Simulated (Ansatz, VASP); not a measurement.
## Two plane-wave programs on Sn

Contents of INCAR:

```
PREC = Accurate
ENCUT = 520
EDIFF = 1E-7
ISMEAR = -1
SIGMA = 0.02
LREAL = F
LASPH = T
NELM = 80
ALGO = Normal
ISIF = 2
LWAVE = F
LCHARG = T
GGA = PE
LELF = T
LVHAR = T
NBANDS = 36
```

Contents of KPOINTS:

```
Automatic mesh
0
Gamma
  6 6 4
```

POSCAR

```
Sn
1.0
    4.8014124965      0.0000000000      0.0000000000
   -2.4007062483      4.1581451960      0.0000000000
    0.0000000000      0.0000000000      7.8248482062
Sn
4
Direct
    0.3333333333      0.6666666667     -0.0008172485
    0.6666666667      0.3333333333      0.4991827515
    0.3333333333      0.6666666667      0.3758172485
    0.6666666667      0.3333333333      0.8758172485
```

Input for Ansatz:

```yaml
crystal:
  lattice:
    - [4.8014124965, 0.0, 0.0]
    - [-2.4007062483, 4.158145196, 0.0]
    - [0.0, 0.0, 7.8248482062]
  atoms:
    - { symbol: Sn, position: [0.3333333333, 0.6666666667, -0.0008172485] }
    - { symbol: Sn, position: [0.6666666667, 0.3333333333, 0.4991827515] }
    - { symbol: Sn, position: [0.3333333333, 0.6666666667, 0.3758172485] }
    - { symbol: Sn, position: [0.6666666667, 0.3333333333, 0.8758172485] }
kpoints:
  mp_grid: { grid: [6, 6, 4] }
hamiltonian:
  xc: pbe
scf:
  occupations: { method: fermi_dirac, width: 0.02 }
  n_extra_bands: 5
output:
  forces: true
  stress: true
  eigenvalues: true
```

Alike in both runs: task single point; functional PBE; k mesh 6 × 6 × 4; occupations fermi-dirac, width 0.02 eV; no spin polarisation.

|  | VASP | Ansatz |
| --- | --- | --- |
| version | VASP 6.6.1 | Ansatz 0.2.0 |
| potentials or method | VASP PAW PBE potentials, release 64 (Sn_d) | plane waves, PAW |
| plane-wave cutoff (eV) | 520 | 420 |
| valence electrons in the cell | 56 | 56 |

Ansatz gave:

* pressure (GPa): -1.8
* rms of the force components (eV/Å): 0.007

Question: Which values does VASP return?

Answer: Pressure (GPa): -1.9; rms of the force components (eV/Å): 0.007.

Atom by atom the forces differ by 0.000 eV/Å (rms over components).
